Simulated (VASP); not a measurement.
# Bi (C2/m) in VASP: a series of runs

Bi is run at these levels: PBE, PBEsol; tasks: single point.

Everything below comes from runs of VASP 6.6.1. Logs are shortened: lines on timing, memory, paths and dates and some standing lists are left out, and cuts for length are marked.

**1. The cell of the first run**

The structure is monoclinic, space group C2/m (No. 12). The conventional cell has a = 6.977 Å, b = 6.265 Å, c = 3.359 Å, α = 90.00°, β = 112.04°, γ = 90.00°. Within 4.2 Å of Bi (site symmetry m) lie 9 Bi at 3.21 to 3.99 Å.

**2. Single point, PBE**

INCAR

```
SYSTEM = Bi
PREC = Accurate
ENCUT = 520
EDIFF = 1E-6
ISMEAR = 0
SIGMA = 0.1
LREAL = .False.
LASPH = .True.
NELM = 80
ALGO = Normal
ISIF = 2
LWAVE = .False.
LCHARG = .True.
GGA = PE
LELF = .True.
LVHAR = .True.
NBANDS = 22
```

KPOINTS

```
Automatic mesh
0
Gamma
  4 4 6
  0 0 0
```

POSCAR

```
Bi
1.0
    3.4885980000     -3.1325780000      0.0000000000
    3.4885980000      3.1325780000      0.0000000000
   -1.2602350000      0.0000000000      3.1135500000
Bi
2
Direct
    0.2469390000      0.2469390000      0.1426180000
    0.7530610000      0.7530610000      0.8573820000
```

Potentials or basis: VASP PAW PBE potentials, release 64 (Bi_d).

Started as:

```bash
$ cat potpaw_PBE.64/Bi_d/POTCAR > POTCAR
$ mpirun -np 1 vasp_std > vasp.out
```

OUTCAR:

```text
SYSTEM = Bi
   PREC = Accurate
   ENCUT = 520
   EDIFF = 1E-6
   ISMEAR = 0
   LREAL = .False.
   LASPH = .True.
   NELM = 80
   ISIF = 2
   GGA = PE

 ion  position               nearest neighbor table
   1  0.247  0.247  0.143-   2 3.21   2 3.28   2 3.28   2 3.45
   2  0.753  0.753  0.857-   1 3.21   1 3.28   1 3.28   1 3.45

  LATTYP: Found a base centered monoclinic cell.
 ALAT       =     6.9771960000
 B/A-ratio  =     0.8979475423
 C/A-ratio  =     0.4814149259
 COS(beta)  =    -0.3751898342

  Lattice vectors:

 A1 = (   3.4885980000,  -3.1325780000,   0.0000000000)
 A2 = (   3.4885980000,   3.1325780000,   0.0000000000)
 A3 = (  -1.2602350000,   0.0000000000,   3.1135500000)

Analysis of symmetry for initial positions (statically):
=====================================================================
 Subroutine PRICEL returns:
 Original cell was already a primitive cell.

 Routine SETGRP: Setting up the symmetry group for a
 base centered monoclinic supercell.

 Subroutine GETGRP returns: Found  4 space group operations
 (whereof  4 operations were pure point group operations)
 out of a pool of  4 trial point group operations.

The static configuration has the point symmetry C_2h.

Analysis of symmetry for dynamics (positions and initial velocities):
=====================================================================
 Subroutine PRICEL returns:
 Original cell was already a primitive cell.

 Routine SETGRP: Setting up the symmetry group for a
 base centered monoclinic supercell.

 Subroutine GETGRP returns: Found  4 space group operations
 (whereof  4 operations were pure point group operations)
 out of a pool of  4 trial point group operations.

The dynamic configuration has the point symmetry C_2h.

 Subroutine INISYM returns: Found  4 space group operations
 (whereof  4 operations are pure point group operations),
 and found     1 'primitive' translations

----------------------------------------------------------------------------------------

                                     Primitive cell

  volume of cell :      68.0517

  direct lattice vectors                    reciprocal lattice vectors
     3.488598000 -3.132578000  0.000000000     0.143324052 -0.159612945  0.058011590
     3.488598000  3.132578000  0.000000000     0.143324052  0.159612945  0.058011590
    -1.260235000  0.000000000  3.113550000     0.000000000  0.000000000  0.321176792

  length of vectors
     4.688641694  4.688641694  3.358926295     0.222223807  0.222223807  0.321176792

  position of ions in fractional coordinates (direct lattice)
     0.246939000  0.246939000  0.142618000
     0.753061000  0.753061000  0.857382000

  ion indices of the primitive-cell ions
   primitive index   ion index
                 1           1
                 2           2

----------------------------------------------------------------------------------------

 KPOINTS: Automatic mesh

Automatic generation of k-mesh.
 Grid dimensions read from file:
 generate k-points for:    4    4    6

 Generating k-lattice:

  Cartesian coordinates                     Fractional coordinates (reciprocal lattice)
     0.035831013 -0.039903236  0.014502898     0.250000000  0.000000000  0.000000000
     0.035831013  0.039903236  0.014502898     0.000000000  0.250000000  0.000000000
     0.000000000  0.000000000  0.053529465     0.000000000  0.000000000  0.166666667

  Length of vectors
     0.055555952  0.055555952  0.053529465

  Shift w.r.t. Gamma in fractional coordinates (k-lattice)
     0.000000000  0.000000000  0.000000000

 Subroutine IBZKPT returns following result:
 ===========================================

 Found     34 irreducible k-points:

 Following reciprocal coordinates:
            Coordinates               Weight
  0.000000  0.000000  0.000000      1.000000
  0.250000  0.000000 -0.000000      4.000000
  0.500000  0.000000 -0.000000      2.000000
  0.250000  0.250000 -0.000000      2.000000
  0.500000  0.250000  0.000000      4.000000
 -0.250000  0.250000  0.000000      2.000000
[... 16 lines left out ...]
  0.500000  0.250000  0.333333      4.000000
 -0.250000  0.250000  0.333333      4.000000
 [... further k-points ...]
   k-points           NKPTS =     34   k-points in BZ     NKDIM =     34   number of bands    NBANDS=     22
   number of dos      NEDOS =    301   number of ions     NIONS =      2
   total plane-waves  NPLWV =  36288
   dimension x,y,z NGX =    36 NGY =   36 NGZ =   28
   dimension x,y,z NGXF=    72 NGYF=   72 NGZF=   56
   ions per type =               2
   NGX,Y,Z   is equivalent  to a cutoff of  12.76, 12.76, 13.86 a.u.
   NGXF,Y,Z  is equivalent  to a cutoff of  25.53, 25.53, 27.72 a.u.
 SYSTEM =  Bi
   PREC   = accura    normal or accurate (medium, high low for compatibility)
   ISTART =      0    job   : 0-new  1-cont  2-samecut
   ICHARG =      2    charge: 1-file 2-atom 10-const
   ISPIN  =      1    spin polarized calculation?
   LNONCOLLINEAR =      F non collinear calculations
   LSORBIT =      F    spin-orbit coupling
   LASPH  =      T    aspherical Exc in radial PAW
   ENCUT  =  520.0 eV  38.22 Ry    6.18 a.u.   8.72  8.72  6.25*2*pi/ulx,y,z
   NELM   =     80;   NELMIN=  2; NELMDL= -5     # of ELM steps
   EDIFF  = 0.1E-05   stopping-criterion for ELM
   LREAL  =      F    real-space projection
   EDIFFG = 0.1E-04   stopping-criterion for IOM
   NSW    =      0    number of steps for IOM
   IBRION =     -1    ionic relax: 0-MD 1-quasi-New 2-CG
   NFREE  =      0    steps in history (QN), initial steepest desc. (CG)
   ISIF   =      2    stress and relaxation
   ISYM   =      2    0-nonsym 1-usesym 2-fastsym
   POTIM  = 0.5000    time-step for ionic-motion
   TEBEG  =    0.0;   TEEND  =   0.0 temperature during run
   PSTRESS=    0.0 pullay stress
   NELECT =      30.0000    total number of electrons
   NUPDOWN=      -1.0000    fix difference up-down
   EMIN   =  10.00;   EMAX   =-10.00  energy-range for DOS
   EFERMI =   0.00;   METHOD = LEGACY
   ISMEAR =     0;   SIGMA  =   0.10  broadening in eV -4-tet -1-fermi 0-gaus
   EFERMI_NEDOS =   21; number of points for ismear=-14 and -15
   IALGO  =     38    algorithm
   IMIX   =      4    mixing-type and parameters
     AMIX     =   0.40;   BMIX     =  1.00
     AMIX_MAG =   1.60;   BMIX_MAG =  1.00
  volume/ion in A,a.u.               =      34.03       229.62
  Fermi-wavevector in a.u.,A,eV,Ry     =   1.245955  2.354514 21.121737  1.552404
  Thomas-Fermi vector in A             =   2.380154
   LORBIT       =      0    0 simple, 1 ext, 2 COOP (PROOUT), +10 PAW based schemes
   GGA     = PE    functional components
   LHFCALC =     F    Hartree Fock is set to
   AEXX    =    0.0000 exact exchange contribution
   IVDW    =     0    specifies the selected vdW correction
   LEPSILON=     F    determine dielectric tensor
   LRPA    =     F    only Hartree local field effects (RPA)
 non-spin polarized calculation
 Gauss-broadening in eV      SIGMA  =   0.10
  energy-cutoff  :      520.00
  volume of cell :       68.05
 maximum number of plane-waves:      1851
 NGX is ok and might be reduce to    36
   NGX = 17   NGY = 17   NGZ = 13

 number of electron      30.0000001 magnetization

 Free energy of the ion-electron system (eV)
  ---------------------------------------------------
  ext. energy  EPLUGINS =         0.00000000
  ---------------------------------------------------
  free energy    TOTEN  =        -7.70601503 eV

  energy without entropy =       -7.69966588  energy(sigma->0) =       -7.70284046

 E-fermi :   6.7250     XC(G=0):  -9.7825

 val. band max:        6.7167922252   @ k =   0.0000   0.0000   0.3333
 cond. band min:       6.8043969363   @ k =   0.5000   0.5000   0.1667
 fundamental gap:      0.0876047111
 Fermi energy:         6.7250354592

 k-point     1 :       0.0000    0.0000    0.0000
  band No.  band energies     occupation
      1     -16.1966      2.00000
      2     -16.1821      2.00000
      3     -16.1388      2.00000
      4     -16.0995      2.00000
      5     -16.0295      2.00000
      6     -16.0040      2.00000
[... 14 lines left out ...]
     21      14.9967      0.00000
     22      15.4747      0.00000

 k-point     2 :       0.2500    0.0000   -0.0000
  band No.  band energies     occupation
      1     -16.1857      2.00000
      2     -16.1689      2.00000
      3     -16.1421      2.00000
      4     -16.0751      2.00000
      5     -16.0271      2.00000
      6     -16.0083      2.00000
[... 14 lines left out ...]
     21      15.6568      0.00000
     22      16.5667      0.00000

 k-point     3 :       0.5000    0.0000   -0.0000
  band No.  band energies     occupation
      1     -16.1886      2.00000
      2     -16.1653      2.00000
      3     -16.0968      2.00000
      4     -16.0524      2.00000
      5     -16.0319      2.00000
      6     -16.0042      2.00000
[... 14 lines left out ...]
     21      15.3757      0.00000
     22      15.8108      0.00000

 k-point     4 :       0.2500    0.2500   -0.0000
  band No.  band energies     occupation
      1     -16.1848      2.00000
      2     -16.1700      2.00000
      3     -16.1034      2.00000
      4     -16.0586      2.00000
      5     -16.0269      2.00000
      6     -16.0171      2.00000
[... 14 lines left out ...]
     21      15.6664      0.00000
     22      16.9366      0.00000

 k-point     5 :       0.5000    0.2500    0.0000
  band No.  band energies     occupation
      1     -16.1885      2.00000
      2     -16.1734      2.00000
      3     -16.0717      2.00000
      4     -16.0335      2.00000
      5     -16.0239      2.00000
      6     -16.0044      2.00000
[... 417 lines left out ...]
 k-point    22 :       0.2500    0.2500    0.3333
  band No.  band energies     occupation
      1     -16.1322      2.00000
      2     -16.0725      2.00000
      3     -16.0709      2.00000
      4     -16.0524      2.00000
      5     -16.0451      2.00000
      6     -16.0436      2.00000
[... 14 lines left out ...]
     21      15.3580      0.00000
     22      16.6284      0.00000

 k-point    23 :       0.5000    0.2500    0.3333
  band No.  band energies     occupation
      1     -16.1374      2.00000
      2     -16.0972      2.00000
      3     -16.0745      2.00000
      4     -16.0584      2.00000
      5     -16.0278      2.00000
      6     -16.0229      2.00000
[... 14 lines left out ...]
     21      16.2768      0.00000
     22      16.5506      0.00000

 k-point    24 :      -0.2500    0.2500    0.3333
  band No.  band energies     occupation
      1     -16.1427      2.00000
      2     -16.1206      2.00000
      3     -16.0844      2.00000
      4     -16.0588      2.00000
      5     -16.0362      2.00000
      6     -15.9979      2.00000
[... 14 lines left out ...]
     21      14.1118      0.00000
     22      14.2445      0.00000

 [... further k-points ...]

------------------------ aborting loop because EDIFF is reached ----------------------------------------

  FORCE on cell =-STRESS in cart. coord.  units (eV):
  Direction    XX          YY          ZZ          XY          YZ          ZX
  --------------------------------------------------------------------------------------
  -------------------------------------------------------------------------------------
  Total        0.3787221     -0.2810361     -0.2563422      0.0000000      0.0000000      0.0846626
  in kB        8.9164617     -6.6165877     -6.0352048      0.0000000      0.0000000      1.9932578
  external PRESSURE =      -1.2451102 kB  Pullay stress =       0.0000000 kB

 VOLUME and BASIS-vectors are now :
 -----------------------------------------------------------------------------
  energy-cutoff  :      520.00
  volume of cell :       68.05
      direct lattice vectors                 reciprocal lattice vectors
     3.488598000 -3.132578000  0.000000000     0.143324052 -0.159612945  0.058011590
     3.488598000  3.132578000  0.000000000     0.143324052  0.159612945  0.058011590
    -1.260235000  0.000000000  3.113550000     0.000000000  0.000000000  0.321176792

 POSITION                                       TOTAL-FORCE (eV/Angst)
 -----------------------------------------------------------------------------------
      1.54321      0.00000      0.44405        -0.038434      0.000000     -0.102727
      4.17375      0.00000      2.66950         0.038434      0.000000      0.102727
 -----------------------------------------------------------------------------------
    total drift:                               -0.000000      0.000000      0.000000

  FREE ENERGIE OF THE ION-ELECTRON SYSTEM (eV)
  ---------------------------------------------------
  free  energy   TOTEN  =        -7.7060150349 eV

  energy  without entropy=       -7.6996658804  energy(sigma->0) =       -7.70284046
```

It took 55 s on 1 thread of Intel Xeon 6975P-C, shared host; peak memory 0.2 GiB.

What came out:

| Property | Result |
| --- | --- |
| Free energy | -7.7060 eV |
| Pressure | -0.1 GPa |
| Largest force | 0.110 eV/Å |
| Band gap on the k mesh | zero (band 15 reaches 9.90 eV, above the bottom of band 16 at 5.15 eV) |

Forces on the atoms (eV/Å):
```
Bi  -0.038  0.000 -0.103
Bi   0.038  0.000  0.103
```

Stress tensor (GPa, compression positive):
```
 0.89  0.00  0.20
 0.00 -0.66  0.00
 0.20  0.00 -0.60
```

Caveat: spin-orbit coupling is left out, which moves the levels of the heavy elements.

**3. Single point, PBEsol**

INCAR

```
ALGO = Normal
EDIFF = 1E-6
ENCUT = 500
GGA = PS
GGA_COMPAT = F
ISIF = 2
ISMEAR = 1
LASPH = T
LCHARG = T
LELF = T
LREAL = F
LVHAR = T
LWAVE = F
NBANDS = 22
NELM = 120
PREC = Accurate
SIGMA = 0.1
```

KPOINTS

```
k-points
0
Gamma
  1 1 2
```

POSCAR is that of step 2.

Potentials or basis: VASP PAW PBE potentials, release 64 (Bi_d).

Started as:

```bash
$ cat potpaw_PBE.64/Bi_d/POTCAR > POTCAR
$ mpirun -np 1 vasp_std > vasp.out
```

Wall time 4.2 s (1 thread of Intel Xeon Platinum 8488C (Sapphire Rapids), shared host); peak memory 0.16 GiB.

Results (log left out):

| Property | Result |
| --- | --- |
| Free energy | -7.2536 eV |
| Pressure | 5.2 GPa |
| Largest force | 2.097 eV/Å |
| Band gap on the k mesh | zero (band 15 reaches 9.59 eV, above the bottom of band 16 at 8.04 eV) |

Forces on the atoms (eV/Å):
```
Bi  -0.584  0.000 -2.014
Bi   0.584  0.000  2.014
```

Stress tensor (GPa, compression positive):
```
 7.25  0.00 10.46
 0.00 17.00  0.00
10.46  0.00 -8.60
```

Levels at points of the mesh, in eV from the Fermi level:
| k point | band 12 | band 13 | band 14 | band 15 | band 16 | band 17 | band 18 | band 19 |
| --- | --- | --- | --- | --- | --- | --- | --- | --- |
| (0.00, 0.00, 0.00) | -10.46 | -4.52 | -4.16 | 1.42 | 1.67 | 2.30 | 2.76 | 2.94 |
| (0.00, 0.00, 0.50) | -10.33 | -5.26 | -3.85 | -3.05 | -0.14 | 0.08 | 0.11 | 4.72 |

Caveat: the k points lie up to 1.40 Å⁻¹ apart; the PAW data sets were made with another functional, which shifts forces and pressure a little; spin-orbit coupling is left out, which moves the levels of the heavy elements.

**4. Single point, PBE**

INCAR

```
SYSTEM = Bi
PREC = Accurate
ENCUT = 500
EDIFF = 1E-6
ISMEAR = 0
SIGMA = 0.1
LREAL = .FALSE.
LASPH = .TRUE.
NELM = 120
ALGO = Normal
ISIF = 2
LWAVE = .FALSE.
LCHARG = .FALSE.
GGA = PE
NBANDS = 22
GGA_COMPAT = .FALSE.
```

KPOINTS

```
Automatic mesh
0
Gamma
  1 1 2
  0 0 0.5
```

POSCAR is that of step 3.

Started as:

```bash
$ cat potpaw_PBE.64/Bi_d/POTCAR > POTCAR
$ mpirun -np 1 vasp_std > vasp.out
```

Wall time 3.6 s (1 thread of Intel Xeon Platinum 8488C (Sapphire Rapids), shared host); peak memory 0.16 GiB.

The run converged, but its numbers aren't listed here, since they failed a check.

Caveat: the k points lie up to 1.40 Å⁻¹ apart; the mesh shows a gap though the element is a metal; spin-orbit coupling is left out, which moves the levels of the heavy elements; forces of over 1 eV/Å act on the atoms, so gaps and moduli don't describe the material at rest.
